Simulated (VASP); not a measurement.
# La3Si2O (R-3m) in VASP: a series of runs, part 2 of 2

VASP 6.6.1. The steps go on from the part before.

## 3. Single point, PBE

This run uses another cell than the first one, of 23.07 Å³/atom.

INCAR reads:

```
SYSTEM = La3Si2O
PREC     = Accurate       ! precision mode
ENCUT    = 520            ! plane-wave cutoff, eV
EDIFF    = 1E-7           ! SCF threshold, eV
ISMEAR   = 0              ! smearing method
SIGMA    = 0.1            ! smearing width, eV
LREAL    = .False.        ! projectors in reciprocal space
LASPH    = .True.         ! aspherical terms in the spheres
NELM     = 80             ! most SCF steps
ALGO     = Normal         ! electronic algorithm
ISIF     = 2              ! what is computed and relaxed
LWAVE    = .False.        ! write WAVECAR
LCHARG   = .False.        ! write CHGCAR
GGA      = PE             ! functional
NBANDS   = 32             ! bands
```

KPOINTS reads:

```
Automatic mesh
0
Gamma
  6 6 6
  0 0 0
```

POSCAR reads:

```
La3Si2O
1.0
    3.4046274900      1.9656625979      3.4466285847
   -3.4046274900      1.9656625979      3.4466285847
    0.0000000000     -3.9313251957      3.4466285847
La Si O
3 2 1
Direct
    0.5000000000      0.0000000000      0.0000000000
    0.0000000000      0.5000000000      0.0000000000
    0.0000000000      0.0000000000      0.5000000000
    0.3907132201      0.3907132201      0.3907132201
    0.6092867799      0.6092867799      0.6092867799
    0.0000000000      0.0000000000      0.0000000000
```

Potentials or basis: VASP PAW PBE potentials, release 64 (La, Si, O).

On the command line:

```bash
$ cat potpaw_PBE.64/La/POTCAR potpaw_PBE.64/Si/POTCAR potpaw_PBE.64/O/POTCAR > POTCAR
$ mpirun -np 1 vasp_std > vasp.out
```

It took 5 min on 1 thread of Intel Xeon Platinum 8259CL at 2.50GHz (Skylake/Cascade Lake), shared host; peak memory 0.33 GiB.

The run converged. Its results:

```
Free energy            : -37.7408 eV
Pressure               : 0.1 GPa
Largest force          : 0.009 eV/Å
Band gap on the k mesh : zero (an odd number of electrons rules out a gap without spin polarisation)
```

Forces in eV/Å, atoms in the order of the input:
```
La   0.000  0.000  0.000
La   0.000  0.000  0.000
La   0.000  0.000  0.000
Si   0.000  0.000 -0.009
Si   0.000  0.000  0.009
O    0.000  0.000  0.000
```

Stress tensor (GPa, compression positive):
```
0.12 0.00 0.00
0.00 0.12 0.00
0.00 0.00 0.00
```

Levels at points of the mesh, in eV from the Fermi level:
```
           k point  band 20  band 21  band 22  band 23  band 24  band 25  band 26  band 27
(0.00, 0.00, 0.00)    -2.58    -2.58    -1.08    -1.08    -0.97    -0.80    -0.80     1.39
(0.50, 0.00, 0.00)    -2.30    -1.98    -1.22    -0.89     0.27     0.77     1.10     1.31
(0.50, 0.50, 0.00)    -2.69    -1.87    -0.42    -0.38     0.51     0.87     1.07     1.20
(0.50, 0.50, 0.50)    -1.82    -1.82    -0.48    -0.48     0.50     0.50     1.17     1.40
```

Caveat: spin-orbit coupling is left out, which moves the levels of the heavy elements; an odd number of electrons without spin polarisation forces a metal; a magnetic or distorted state may lie lower.

## 4. Single point, PBE

This run uses another cell than the first one, of 23.13 Å³/atom.

INCAR reads:

```
ALGO = Normal
EDIFF = 1E-7
ENCUT = 520
GGA = PE
ISIF = 2
ISMEAR = 0
LASPH = T
LCHARG = F
LREAL = F
LWAVE = F
NBANDS = 32
NELM = 80
PREC = Accurate
SIGMA = 0.1
```

KPOINTS reads:

```
k-points
0
Gamma
  6 6 6
```

POSCAR reads:

```
La3Si2O
1.0
    3.4096295412      1.9685505335      3.4459425373
   -3.4096295412      1.9685505335      3.4459425373
    0.0000000000     -3.9371010669      3.4459425374
La Si O
3 2 1
Direct
    0.5000000000      0.0000000000      0.0000000000
    0.0000000000      0.5000000000      0.0000000000
    0.0000000000      0.0000000000      0.5000000000
    0.3905951523      0.3905951523      0.3905951523
    0.6094048477      0.6094048477      0.6094048477
    0.0000000000      0.0000000000      0.0000000000
```

Potentials or basis: VASP PAW PBE potentials, release 64 (La, Si, O).

On the command line:

```bash
$ cat potpaw_PBE.64/La/POTCAR potpaw_PBE.64/Si/POTCAR potpaw_PBE.64/O/POTCAR > POTCAR
$ mpirun -np 1 vasp_std > vasp.out
```

OUTCAR:

```text
EDIFF = 1E-7
   ENCUT = 520
   GGA = PE
   ISIF = 2
   ISMEAR = 0
   LASPH = T
   LREAL = F
   NELM = 80
   PREC = Accurate

 ion  position               nearest neighbor table
   1  0.500  0.000  0.000-   6 2.62   6 2.62   4 3.04   5 3.04   2 3.41   2 3.41   3 3.41   3 3.41

   2  0.000  0.500  0.000-   6 2.62   6 2.62   4 3.04   5 3.04   1 3.41   1 3.41   3 3.41   3 3.41

   3  0.000  0.000  0.500-   6 2.62   6 2.62   4 3.04   5 3.04   2 3.41   1 3.41   2 3.41   1 3.41
[... 1051 lines left out ...]
  -------------------------------------------------------------------------------------
  Total       -0.0666082     -0.0666082     -0.1110938      0.0000000      0.0000000      0.0000000
  in kB       -0.7689979     -0.7689979     -1.2825883      0.0000000      0.0000000      0.0000000
  external PRESSURE =      -0.9401947 kB  Pullay stress =       0.0000000 kB

 VOLUME and BASIS-vectors are now :
 -----------------------------------------------------------------------------
  energy-cutoff  :      520.00
  volume of cell :      138.78
      direct lattice vectors                 reciprocal lattice vectors
     3.409629541  1.968550533  3.445942537     0.146643497  0.084664663  0.096732122
    -3.409629541  1.968550533  3.445942537    -0.146643497  0.084664663  0.096732122
     0.000000000 -3.937101067  3.445942537     0.000000000 -0.169329325  0.096732122

 POSITION                                       TOTAL-FORCE (eV/Angst)
 -----------------------------------------------------------------------------------
      1.70481      0.98428      1.72297         0.000000      0.000000     -0.000000
     -1.70481      0.98428      1.72297         0.000000      0.000000      0.000000
      0.00000     -1.96855      1.72297        -0.000000      0.000000      0.000000
      0.00000      0.00000      4.03791         0.000000      0.000000      0.003885
      0.00000      0.00000      6.29992         0.000000     -0.000000     -0.003885
      0.00000      0.00000      0.00000         0.000000      0.000000      0.000000
 -----------------------------------------------------------------------------------
    total drift:                               -0.000000      0.000000     -0.000000

  FREE ENERGIE OF THE ION-ELECTRON SYSTEM (eV)
  ---------------------------------------------------
  free  energy   TOTEN  =       -37.7409873888 eV

  energy  without entropy=      -37.7177737026  energy(sigma->0) =      -37.72938055
```

stdout:

```text
POSCAR found type information on POSCAR LaSiO
 POSCAR found :  3 types and       6 ions
 scaLAPACK will be used
 LDA part: xc-table for (Slater+PW92), standard interpolation
 POSCAR, INCAR and KPOINTS ok, starting setup
 FFT: planning ... GRIDC
 FFT: planning ... GRID_SOFT
 FFT: planning ... GRID
 WAVECAR not read
 entering main loop
```

It took 5 min on 1 thread of Intel Xeon Platinum 8259CL at 2.50GHz (Skylake/Cascade Lake), shared host; peak memory 0.33 GiB.

Results:

```
Free energy            : -37.7410 eV
Pressure               : -0.1 GPa
Largest force          : 0.004 eV/Å
Band gap on the k mesh : zero (an odd number of electrons rules out a gap without spin polarisation)
```

Forces on the atoms (eV/Å):
```
La   0.000  0.000  0.000
La   0.000  0.000  0.000
La   0.000  0.000  0.000
Si   0.000  0.000  0.004
Si   0.000  0.000 -0.004
O    0.000  0.000  0.000
```

Caveat: spin-orbit coupling is left out, which moves the levels of the heavy elements; an odd number of electrons without spin polarisation forces a metal; a magnetic or distorted state may lie lower.

## 5. Relaxation of cell and atoms, PBE

This run uses another cell than the first one, of 23.07 Å³/atom.

INCAR reads:

```
SYSTEM = La3Si2O
  PREC = Accurate
  ENCUT = 600
  EDIFF = 1E-6
  ISMEAR = 0
  SIGMA = 0.1
  LREAL = .False.
  LASPH = .True.
  NELM = 100
  ALGO = Normal
  ISIF = 3
  LWAVE = .False.
  LCHARG = .False.
  GGA = PE
  IBRION = 2
  NSW = 100
  EDIFFG = -0.01
```

KPOINTS reads:

```
regular mesh
0
Gamma
  6 6 6
  0 0 0
```

POSCAR reads:

```
La3Si2O
1.0
    3.4046274900      1.9656625979      3.4466285847
   -3.4046274900      1.9656625979      3.4466285847
    0.0000000000     -3.9313251957      3.4466285847
La Si O
3 2 1
Direct
    0.5000000000      0.0000000000      0.0000000000
    0.0000000000      0.5000000000      0.0000000000
    0.0000000000      0.0000000000      0.5000000000
    0.3907132201      0.3907132201      0.3907132201
    0.6092867799      0.6092867799      0.6092867799
    0.0000000000      0.0000000000      0.0000000000
```

On the command line:

```bash
$ cat potpaw_PBE.64/La/POTCAR potpaw_PBE.64/Si/POTCAR potpaw_PBE.64/O/POTCAR > POTCAR
$ mpirun -np 1 vasp_std > vasp.out
```

Wall time 8.3 min (1 thread of Intel Xeon Platinum 8259CL at 2.50GHz (Skylake/Cascade Lake), shared host); peak memory 0.37 GiB.

Results (log left out):

```yaml
Free_energy: -37.7444 eV
Relaxed_volume: 23.09 Å³/atom
Relaxed_cell: a = 5.230 Å, b = 5.230 Å, c = 5.230 Å, α = 81.30°, β = 81.30°, γ = 81.30°
Space_group_after_relaxing_to_0.1_Å: R-3m (No. 166)
Energy_gained_by_relaxing: 0.0 meV/atom
Ionic_steps: 2
Pressure_after_relaxing: 0.0 GPa
Largest_force_after_relaxing: 0.007 eV/Å
Band_gap_on_the_k_mesh: zero (an odd number of electrons rules out a gap without spin polarisation)
```

Forces on the atoms (eV/Å):
```
La   0.000  0.000  0.000
La   0.000  0.000  0.000
La   0.000  0.000  0.000
Si   0.000  0.000 -0.007
Si   0.000  0.000  0.007
O    0.000  0.000  0.000
```

Final structure:
```
La Si O
1.0
     3.40698    1.96702    3.44604
    -3.40698    1.96702    3.44604
     0.00000   -3.93404    3.44604
La Si O
3 2 1
Direct
  0.50000 0.00000 0.00000
  0.00000 0.50000 0.00000
  0.00000 0.00000 0.50000
  0.39067 0.39067 0.39067
  0.60933 0.60933 0.60933
  0.00000 0.00000 0.00000
```

Levels at points of the mesh, in eV from the Fermi level:
```
           k point  band 21  band 22  band 23  band 24  band 25  band 26
(0.00, 0.00, 0.00)    -2.58    -1.08    -1.08    -0.96    -0.80    -0.80
(0.50, 0.00, 0.00)    -1.98    -1.21    -0.89     0.27     0.77     1.10
(0.50, 0.50, 0.00)    -1.87    -0.42    -0.37     0.51     0.87     1.07
(0.50, 0.50, 0.50)    -1.82    -0.48    -0.48     0.50     0.50     1.17
```

Caveat: spin-orbit coupling is left out, which moves the levels of the heavy elements; an odd number of electrons without spin polarisation forces a metal; a magnetic or distorted state may lie lower.

## 6. Overview

```tsv
task	cell	cutoff (eV)	gap on the mesh (eV)	pressure (GPa)	largest force (eV/Å)
single point	a = 5.436 Å, angles 64.9°, 6 atoms, atomic positions A	520	none	7.4	0.69
single point	a = 5.228 Å, angles 81.3°, 6 atoms, atomic positions B	520	none	0.1	0.01
single point	a = 5.232 Å, angles 81.3°, 6 atoms, atomic positions C	520	none	-0.1	-
relaxation of cell and atoms	relaxed from a = 5.228 Å, angles 81.3°, 6 atoms, atomic positions B	600	none	0.0	0.01
```

Alike in all rows: level PBE; potentials or basis VASP PAW PBE potentials, release 64 (La, Si, O); no spin polarisation; k mesh 6 × 6 × 6; smearing gaussian 0.1 eV.

Caveats: spin-orbit coupling is left out, which moves the levels of the heavy elements; an odd number of electrons without spin polarisation forces a metal; a magnetic or distorted state may lie lower; the stress differs along the axes, from -15 to 19 GPa (at least some runs).

Total energies depend on the potentials used, so only differences within one code and one set of settings carry meaning.
